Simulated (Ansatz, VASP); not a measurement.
One calculation of PtS2, two programs

Contents of POSCAR:

```
PtS2
1.0
    3.5432000000      0.0000000000      0.0000000000
   -1.7716000000      3.0685012107      0.0000000000
    0.0000000000      0.0000000000      5.0388000000
Pt S
1 2
Direct
    0.0000000000      0.0000000000      0.0000000000
    0.6666666667      0.3333333333      0.7730000000
    0.3333333333      0.6666666667      0.2270000000
```

File INCAR.step1:

```
ALGO     = Normal         # electronic algorithm
EDIFF    = 1E-5           # SCF threshold, eV
ENCUT    = 520            # plane-wave cutoff, eV
GGA      = PE             # functional
ISIF     = 2              # what is computed and relaxed
ISMEAR   = -1             # smearing method
LASPH    = T              # aspherical terms in the spheres
LCHARG   = F              # write CHGCAR
LREAL    = F              # projectors in reciprocal space
LWAVE    = T              # write WAVECAR
NBANDS   = 18             # bands
NELM     = 80             # most SCF steps
PREC     = Accurate       # precision mode
SIGMA    = 0.05           # smearing width, eV
```

File INCAR.step2:

```
AEXX     = 0.25           # exact-exchange fraction
ALGO     = Normal         # electronic algorithm
EDIFF    = 1E-6           # SCF threshold, eV
ENCUT    = 520            # plane-wave cutoff, eV
GGA      = PE             # functional
HFSCREEN = 0.1            # screening, 1/A
ISIF     = 2              # what is computed and relaxed
ISMEAR   = -1             # smearing method
ISTART   = 1            
LASPH    = T              # aspherical terms in the spheres
LCHARG   = F              # write CHGCAR
LHFCALC  = T              # exact exchange
LREAL    = F              # projectors in reciprocal space
LWAVE    = F              # write WAVECAR
NBANDS   = 18             # bands
NELM     = 80             # most SCF steps
PREC     = Accurate       # precision mode
PRECFOCK = Normal       
SIGMA    = 0.05           # smearing width, eV
```

Contents of KPOINTS:

```
k-points
0
Gamma
  5 5 3
```

File input.yaml:

```yaml
crystal:
  lattice:
    - [3.5432, 0.0, 0.0]
    - [-1.7716, 3.0685012107, 0.0]
    - [0.0, 0.0, 5.0388]
  atoms:
    - { symbol: Pt, position: [0.0, 0.0, 0.0] }
    - { symbol: S, position: [0.6666666667, 0.3333333333, 0.773] }
    - { symbol: S, position: [0.3333333333, 0.6666666667, 0.227] }
hamiltonian:
  xc: { exchange: pbe, correlation: pbe, exx: { coeff: 0.25, omega: 0.1 } }
  pseudopotentials: { kind: paw }
kpoints:
  mp_grid: { grid: [5, 5, 3] }
scf:
  occupations: { method: fermi_dirac, width: 0.05 }
output:
  forces: true
  stress: true
  eigenvalues: true
  write_density: true
  write_potential: true
  elf: true
  volumetric_format: npy
```

Alike in both runs: task single point; functional PBE-based screened hybrid; k mesh 5 × 5 × 3; occupations fermi-dirac, width 0.05 eV; no spin polarisation.

```csv
,VASP,Ansatz
version,VASP 6.6.1,Ansatz 0.2.0
potentials or method,"VASP PAW PBE potentials, release 64 (Pt, S)",Ansatz PAW
plane-wave cutoff (eV),520,420
valence electrons in the cell,22,30
```

```csv
,VASP,Ansatz,Ansatz less VASP
gap on the k mesh at the Fermi level (eV),2.19,2.21,+0.019
least direct gap on the mesh (eV),2.49,2.48,-0.007
pressure (GPa),6.1,6.7,+0.60
"traceless stress, the component that is largest in VASP (GPa)",1.23,1.09,-0.139
rms of the force components (eV/Å),0.395,0.412,+0.0169
```

VASP's potentials were made for PBE, not for PBE-based screened hybrid. Atom by atom the forces differ by 0.017 eV/Å (rms over components). VASP's potentials hold 22 valence electrons a cell and Ansatz's 30, so a difference there can come from the potentials and not from the codes.

Neither program's run includes spin-orbit coupling. Noted on Ansatz's run: odd divisions of the mesh miss points on the zone boundary, where band edges often lie, so the gap on the mesh can be too wide.
